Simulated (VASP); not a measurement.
Here is a VASP 6.6.1 calculation.

The input INCAR:

```
SYSTEM = Pt
PREC = Accurate
ENCUT = 520
EDIFF = 1E-7
ISMEAR = 0
SIGMA = 0.15
LREAL = .FALSE.
LASPH = .TRUE.
NELM = 60
ALGO = Fast
ISIF = 2
LWAVE = .FALSE.
LCHARG = .FALSE.
NBANDS = 11
```

The input KPOINTS:

```
regular mesh
0
G
  22 22 22
  0 0 0
```

File POSCAR:

```
Pt
1.0
    0.0000000000      2.2409396855      1.6455220111
    2.2409396855      0.0000000000      1.6455220111
    2.2409396855      2.2409396855      0.0000000000
Pt
1
Direct
    0.0000000000      0.0000000000      0.0000000000
```

Potentials or basis: VASP PAW LDA potentials, release 64 (Pt).

Command:

```bash
$ cat potpaw_LDA.64/Pt/POTCAR > POTCAR
$ mpirun -np 1 vasp_std > vasp.out
```

Task: Estimate the pressure.

Result: -22.5 GPa.

Task: What does it give for the band gap on the k mesh?

Result: Zero (bands 5 and 6 overlap by 2.00 eV).

Stress tensor (GPa, compression positive):
```
-23.49   0.00   0.00
  0.00 -23.49   0.00
  0.00   0.00 -20.59
```

Caveat: the cell stands under tension; spin-orbit coupling is left out, which moves the levels of the heavy elements.
